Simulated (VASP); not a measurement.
# Si3C in VASP: further runs

Si3C is run at these levels: PBE; tasks: single point.

Everything below comes from runs of VASP 6.6.1. Logs are shortened: lines on timing, memory, paths and dates and some standing lists are left out, and cuts for length are marked.

**1. The cell of the first run**

The structure is orthorhombic, space group Pmmm (No. 47). Conventional cell: a = 2.497 Å, b = 2.579 Å, c = 9.267 Å, α = 90.00°, β = 90.00°, γ = 90.00°. Si (site symmetry mm2) has 6 Si at 2.50 to 2.60 Å and 2 C at 2.70 Å within 3.3 Å. Within 3.3 Å of Si (site symmetry mmm) lie 8 Si at 2.50 to 2.60 Å. C (site symmetry mmm) has 4 C at 2.50 to 2.58 Å and 4 Si at 2.70 Å within 3.3 Å.

The cell was built from a structure type or drawn by symmetry, and may not be a known phase.

**2. Single point, PBE, collinear spin**

Input file INCAR:

```
SYSTEM = Si3C
PREC = Accurate
ENCUT = 520
EDIFF = 1E-6
ISMEAR = 0
SIGMA = 0.1
LREAL = .False.
LASPH = .True.
NELM = 150
ALGO = Normal
ISIF = 2
LWAVE = .False.
LCHARG = .False.
ISPIN = 2
MAGMOM = 0 0 0 1
LORBIT = 11
GGA = PE
NBANDS = 20
```

Input file KPOINTS:

```
Automatic mesh
0
Gamma
  6 6 2
  0 0 0
```

Input file POSCAR:

```
Si3C
1.0
    2.4973951400      0.0000000000      0.0000000000
    0.0000000000      2.5789798800      0.0000000000
    0.0000000000      0.0000000000      9.2665716900
Si C
3 1
Direct
    0.0000000000      0.5000000000      0.2560429900
    0.0000000000      0.0000000000      0.5000000000
    0.0000000000      0.5000000000      0.7439570100
    0.0000000000      0.0000000000      0.0000000000
```

Potentials or basis: VASP PAW PBE potentials, release 64 (Si, C).

Run with:

```console
cat potpaw_PBE.64/Si/POTCAR potpaw_PBE.64/C/POTCAR > POTCAR
mpirun -np 1 vasp_std > vasp.out
```

OUTCAR:

```text
SYSTEM = Si3C
   PREC = Accurate
   ENCUT = 520
   EDIFF = 1E-6
   ISMEAR = 0
   LREAL = .False.
   LASPH = .True.
   NELM = 150
   ISIF = 2
   ISPIN = 2
   LORBIT = 11
   GGA = PE

 ion  position               nearest neighbor table
   1  0.000  0.500  0.256-   2 2.60   2 2.60
   2  0.000  0.000  0.500-   1 2.60   3 2.60   1 2.60   3 2.60
   3  0.000  0.500  0.744-   2 2.60   2 2.60
   4  0.000  0.000  0.000-

  LATTYP: Found a simple orthorhombic cell.
 ALAT       =     2.4973951400
 B/A-ratio  =     1.0326679342
 C/A-ratio  =     3.7104948038

  Lattice vectors:

 A1 = (   2.4973951400,   0.0000000000,   0.0000000000)
 A2 = (   0.0000000000,   2.5789798800,   0.0000000000)
 A3 = (   0.0000000000,   0.0000000000,   9.2665716900)

Analysis of symmetry for initial positions (statically):
=====================================================================
 Subroutine PRICEL returns:
 Original cell was already a primitive cell.

 Routine SETGRP: Setting up the symmetry group for a
 simple orthorhombic supercell.

 Subroutine GETGRP returns: Found  8 space group operations
 (whereof  8 operations were pure point group operations)
 out of a pool of  8 trial point group operations.

The static configuration has the point symmetry D_2h.

Analysis of symmetry for dynamics (positions and initial velocities):
=====================================================================
 Subroutine PRICEL returns:
 Original cell was already a primitive cell.

 Routine SETGRP: Setting up the symmetry group for a
 simple orthorhombic supercell.

 Subroutine GETGRP returns: Found  8 space group operations
 (whereof  8 operations were pure point group operations)
 out of a pool of  8 trial point group operations.

The dynamic configuration has the point symmetry D_2h.

Analysis of structural, dynamic, and magnetic symmetry:
=====================================================================
 Subroutine PRICEL returns:
 Original cell was already a primitive cell.

 Routine SETGRP: Setting up the symmetry group for a
 simple orthorhombic supercell.

 Subroutine GETGRP returns: Found  8 space group operations
 (whereof  8 operations were pure point group operations)
 out of a pool of  8 trial point group operations.

The overall configuration has the point symmetry D_2h.

 Subroutine INISYM returns: Found  8 space group operations
 (whereof  8 operations are pure point group operations),
 and found     1 'primitive' translations

----------------------------------------------------------------------------------------

                                     Primitive cell

  volume of cell :      59.6835

  direct lattice vectors                    reciprocal lattice vectors
     2.497395140  0.000000000  0.000000000     0.400417212  0.000000000  0.000000000
     0.000000000  2.578979880  0.000000000     0.000000000  0.387750214  0.000000000
     0.000000000  0.000000000  9.266571690     0.000000000  0.000000000  0.107914775

  length of vectors
     2.497395140  2.578979880  9.266571690     0.400417212  0.387750214  0.107914775

  position of ions in fractional coordinates (direct lattice)
     0.000000000  0.500000000  0.256042990
     0.000000000  0.000000000  0.500000000
     0.000000000  0.500000000  0.743957010
     0.000000000  0.000000000  0.000000000

  ion indices of the primitive-cell ions
   primitive index   ion index
                 1           1
                 2           2
                 3           3
                 4           4

----------------------------------------------------------------------------------------

 KPOINTS: Automatic mesh

Automatic generation of k-mesh.
 Grid dimensions read from file:
 generate k-points for:    6    6    2

 Generating k-lattice:

  Cartesian coordinates                     Fractional coordinates (reciprocal lattice)
     0.066736202  0.000000000  0.000000000     0.166666667  0.000000000  0.000000000
     0.000000000  0.064625036  0.000000000     0.000000000  0.166666667  0.000000000
     0.000000000  0.000000000  0.053957388     0.000000000  0.000000000  0.500000000

  Length of vectors
     0.066736202  0.064625036  0.053957388

  Shift w.r.t. Gamma in fractional coordinates (k-lattice)
     0.000000000  0.000000000  0.000000000

 Subroutine IBZKPT returns following result:
 ===========================================

 Found     32 irreducible k-points:

 Following reciprocal coordinates:
            Coordinates               Weight
  0.000000  0.000000  0.000000      1.000000
  0.166667  0.000000  0.000000      2.000000
  0.333333  0.000000  0.000000      2.000000
  0.500000  0.000000  0.000000      1.000000
  0.000000  0.166667  0.000000      2.000000
  0.166667  0.166667  0.000000      4.000000
[... 16 lines left out ...]
  0.333333  0.166667  0.500000      4.000000
  0.500000  0.166667  0.500000      2.000000
 [... further k-points ...]
   k-points           NKPTS =     32   k-points in BZ     NKDIM =     32   number of bands    NBANDS=     20
   number of dos      NEDOS =    301   number of ions     NIONS =      4
   total plane-waves  NPLWV =  28000
   dimension x,y,z NGX =    20 NGY =   20 NGZ =   70
   dimension x,y,z NGXF=    40 NGYF=   40 NGZF=  140
   ions per type =               3   1
   NGX,Y,Z   is equivalent  to a cutoff of  13.31, 12.89, 12.56 a.u.
   NGXF,Y,Z  is equivalent  to a cutoff of  26.63, 25.78, 25.12 a.u.
 SYSTEM =  Si3C
   PREC   = accura    normal or accurate (medium, high low for compatibility)
   ISTART =      0    job   : 0-new  1-cont  2-samecut
   ICHARG =      2    charge: 1-file 2-atom 10-const
   ISPIN  =      2    spin polarized calculation?
   LNONCOLLINEAR =      F non collinear calculations
   LSORBIT =      F    spin-orbit coupling
   LASPH  =      T    aspherical Exc in radial PAW
   ENCUT  =  520.0 eV  38.22 Ry    6.18 a.u.   4.64  4.80 17.23*2*pi/ulx,y,z
   NELM   =    150;   NELMIN=  2; NELMDL= -5     # of ELM steps
   EDIFF  = 0.1E-05   stopping-criterion for ELM
   LREAL  =      F    real-space projection
   EDIFFG = 0.1E-04   stopping-criterion for IOM
   NSW    =      0    number of steps for IOM
   IBRION =     -1    ionic relax: 0-MD 1-quasi-New 2-CG
   NFREE  =      0    steps in history (QN), initial steepest desc. (CG)
   ISIF   =      2    stress and relaxation
   ISYM   =      2    0-nonsym 1-usesym 2-fastsym
   POTIM  = 0.5000    time-step for ionic-motion
   TEBEG  =    0.0;   TEEND  =   0.0 temperature during run
   PSTRESS=    0.0 pullay stress
   NELECT =      16.0000    total number of electrons
   NUPDOWN=      -1.0000    fix difference up-down
   EMIN   =  10.00;   EMAX   =-10.00  energy-range for DOS
   EFERMI =   0.00;   METHOD = LEGACY
   ISMEAR =     0;   SIGMA  =   0.10  broadening in eV -4-tet -1-fermi 0-gaus
   EFERMI_NEDOS =   21; number of points for ismear=-14 and -15
   IALGO  =     38    algorithm
   IMIX   =      4    mixing-type and parameters
     AMIX     =   0.40;   BMIX     =  1.00
     AMIX_MAG =   1.60;   BMIX_MAG =  1.00
  volume/ion in A,a.u.               =      14.92       100.69
  Fermi-wavevector in a.u.,A,eV,Ry     =   1.055594  1.994783 15.160669  1.114278
  Thomas-Fermi vector in A             =   2.190798
   LORBIT       =     11    0 simple, 1 ext, 2 COOP (PROOUT), +10 PAW based schemes
   GGA     = PE    functional components
   LHFCALC =     F    Hartree Fock is set to
   AEXX    =    0.0000 exact exchange contribution
   IVDW    =     0    specifies the selected vdW correction
   LEPSILON=     F    determine dielectric tensor
   LRPA    =     F    only Hartree local field effects (RPA)
 spin polarized calculation
 Gauss-broadening in eV      SIGMA  =   0.10
  energy-cutoff  :      520.00
  volume of cell :       59.68
 maximum number of plane-waves:      1630
 NGX is ok and might be reduce to    20

 number of electron      16.0000000 magnetization       0.0007539

 Free energy of the ion-electron system (eV)
  ---------------------------------------------------
  ext. energy  EPLUGINS =         0.00000000
  ---------------------------------------------------
  free energy    TOTEN  =       -19.79429947 eV

  energy without entropy =      -19.78429511  energy(sigma->0) =      -19.78929729

 E-fermi :   7.3958     XC(G=0): -10.6167

 val. band max:        7.3954926197   @ k =   0.3333   0.5000   0.0000
 cond. band min:       7.4095817882   @ k =   0.5000   0.0000   0.5000
 fundamental gap:      0.0140891686
 Fermi energy:         7.3958039712

 spin component 1

 k-point     1 :       0.0000    0.0000    0.0000
  band No.  band energies     occupation
      1      -6.5807      1.00000
      2      -4.7175      1.00000
      3      -4.3134      1.00000
      4      -0.7774      1.00000
      5       1.3695      1.00000
      6       7.4239      0.34533
[... 12 lines left out ...]
     19      18.3032      0.00000
[... 513 lines left out ...]
      4       1.2873      1.00000
      5       2.2496      1.00000
      6       3.0589      1.00000
[... 12 lines left out ...]
     19      17.1830      0.00000
     20      17.2438      0.00000

 [... further k-points ...]

 spin component 2

 k-point     1 :       0.0000    0.0000    0.0000
  band No.  band energies     occupation
      1      -6.5805      1.00000
      2      -4.7174      1.00000
      3      -4.3131      1.00000
      4      -0.7772      1.00000
      5       1.3697      1.00000
      6       7.4242      0.34411
[... 12 lines left out ...]
     19      18.3034      0.00000
[... 513 lines left out ...]
      4       1.2875      1.00000
      5       2.2498      1.00000
      6       3.0590      1.00000
[... 12 lines left out ...]
     19      17.1831      0.00000
     20      17.2439      0.00000

 [... further k-points ...]

------------------------ aborting loop because EDIFF is reached ----------------------------------------

  FORCE on cell =-STRESS in cart. coord.  units (eV):
  Direction    XX          YY          ZZ          XY          YZ          ZX
  --------------------------------------------------------------------------------------
  -------------------------------------------------------------------------------------
  Total       -2.6099639     -3.4282778     -5.4396238      0.0000000      0.0000000      0.0000000
  in kB      -70.0633308    -92.0306069   -146.0243026      0.0000000      0.0000000      0.0000000
  external PRESSURE =    -102.7060801 kB  Pullay stress =       0.0000000 kB

 VOLUME and BASIS-vectors are now :
 -----------------------------------------------------------------------------
  energy-cutoff  :      520.00
  volume of cell :       59.68
      direct lattice vectors                 reciprocal lattice vectors
     2.497395140  0.000000000  0.000000000     0.400417212  0.000000000  0.000000000
     0.000000000  2.578979880  0.000000000     0.000000000  0.387750214  0.000000000
     0.000000000  0.000000000  9.266571690     0.000000000  0.000000000  0.107914775

 POSITION                                       TOTAL-FORCE (eV/Angst)
 -----------------------------------------------------------------------------------
      0.00000      1.28949      2.37264        -0.000000      0.000000     -1.521952
      0.00000      0.00000      4.63329        -0.000000      0.000000      0.000000
      0.00000      1.28949      6.89393         0.000000      0.000000      1.521952
      0.00000      0.00000      0.00000        -0.000000      0.000000      0.000000
 -----------------------------------------------------------------------------------
    total drift:                               -0.000000      0.000000     -0.000000

  FREE ENERGIE OF THE ION-ELECTRON SYSTEM (eV)
  ---------------------------------------------------
  free  energy   TOTEN  =       -19.7942994730 eV

  energy  without entropy=      -19.7842951125  energy(sigma->0) =      -19.78929729

 total charge

# of ion       s       p       d       tot
------------------------------------------
    1        0.802   0.755   0.000   1.557
    2        0.785   0.818   0.000   1.603
    3        0.802   0.755   0.000   1.557
    4        1.018   0.971   0.000   1.989
--------------------------------------------------
tot          3.406   3.299   0.000   6.704

 magnetization (x)

# of ion       s       p       d       tot
------------------------------------------
    1        0.000   0.000   0.000   0.000
    2        0.000   0.000   0.000   0.000
    3        0.000   0.000   0.000   0.000
    4        0.000   0.000   0.000   0.000
--------------------------------------------------
tot          0.000   0.000   0.000   0.000
```

Wall time 38 s (1 thread of AMD EPYC 9R45 (Zen 5), shared host); peak memory 0.18 GiB.

Results:

```
Free energy                                           : -19.7943 eV
Pressure                                              : -10.3 GPa
Largest force                                         : 1.522 eV/Å
Band gap on the k mesh                                : zero (filled and empty bands overlap)
Net moment                                            : 0.00 μB per cell
Valence electrons inside the program's atomic spheres : Si 1.56, 1.60 (each value once); C 1.99
```

Forces on the atoms (eV/Å):
```
Si   0.000  0.000 -1.522
Si   0.000  0.000  0.000
Si   0.000  0.000  1.522
C    0.000  0.000  0.000
```

Stress tensor (GPa, compression positive):
```
 -7.01   0.00   0.00
  0.00  -9.20   0.00
  0.00   0.00 -14.60
```

Caveat: the k points lie up to 0.42 Å⁻¹ apart, too coarse for converged energies and pressures of a metal; forces of over 1 eV/Å act on the atoms, so gaps and moduli don't describe the material at rest.

**3. Single point, PBE**

This run uses another cell than the first one: it holds 8 atoms, not 4.

Input file INCAR:

```
ALGO = Normal
EDIFF = 1E-6
ENCUT = 520
GGA = PE
ISIF = 2
ISMEAR = 0
LASPH = True
LCHARG = True
LELF = True
LREAL = False
LVHAR = True
LWAVE = False
NBANDS = 26
NELM = 80
PREC = Accurate
SIGMA = 0.2
```

Input file KPOINTS:

```
k-points
0
Gamma
  8 4 4
```

Input file POSCAR:

```
Si3C
1.0
    0.0011075470     -2.8639683327     -0.0013905473
   -5.1440709791      0.0000169152     -0.0015959400
    0.0090451381     -0.0074230402     -6.9607330763
Si C
6 2
Direct
    0.5005928848      0.9816069536      0.8141206463
    0.5005484322      0.5182666675      0.8141948444
    1.0001126941      1.0136836887      0.5000427398
    0.9999572415      0.4860953364      0.5000011167
    0.4994241862      0.5184610821      0.1858708481
    0.4994873971     -0.0181583025      0.1858316648
   -0.0001516624      0.4026124244      0.9999833431
    0.0000288265      0.0974321498     -0.0000452033
```

Potentials or basis: VASP PAW PBE potentials, release 64 (Si, C).

Run with:

```console
cat potpaw_PBE.64/Si/POTCAR potpaw_PBE.64/C/POTCAR > POTCAR
mpirun -np 1 vasp_std > vasp.out
```

It took 86 s on 1 thread of AMD EPYC 9R45 (Zen 5), shared host; peak memory 0.26 GiB.

It converged, with:

```yaml
Free_energy: -46.9916 eV
Pressure: 0.0 GPa
Largest_force: 0.030 eV/Å
Band_gap_on_the_k_mesh: zero (bands 16 and 17 overlap by 3.76 eV)
```

Forces in eV/Å, atoms in the order of the input:
```
Si   0.004  0.001 -0.008
Si  -0.002  0.002 -0.003
Si  -0.008  0.000  0.004
Si   0.006  0.000 -0.002
Si  -0.002  0.001  0.007
Si   0.004  0.001  0.005
C   -0.030 -0.005 -0.002
C    0.029  0.001  0.000
```

Stress tensor (GPa, compression positive):
```
 0.12  0.04  0.08
 0.04  0.06 -0.06
 0.08 -0.06 -0.08
```

Levels at points of the mesh, in eV from the Fermi level:
```tsv
k point	band 14	band 15	band 16	band 17	band 18	band 19
(0.00, 0.00, 0.00)	-1.13	-0.27	1.72	2.29	3.15	3.63
(0.50, 0.00, 0.00)	-2.46	-2.08	-1.90	-1.90	0.87	1.35
(0.00, 0.50, 0.00)	-0.76	-0.68	-0.45	1.41	1.73	3.22
(0.50, 0.50, 0.00)	-1.58	-0.65	0.22	1.33	1.47	1.58
(0.00, 0.00, 0.50)	-0.27	1.04	1.20	3.11	3.35	4.28
(0.50, 0.00, 0.50)	-3.06	-2.69	-2.22	-1.53	-0.35	-0.31
(0.00, 0.50, 0.50)	-0.67	0.98	1.29	1.63	3.98	4.18
(0.50, 0.50, 0.50)	-2.61	-2.15	-2.11	-1.97	0.06	2.04
```
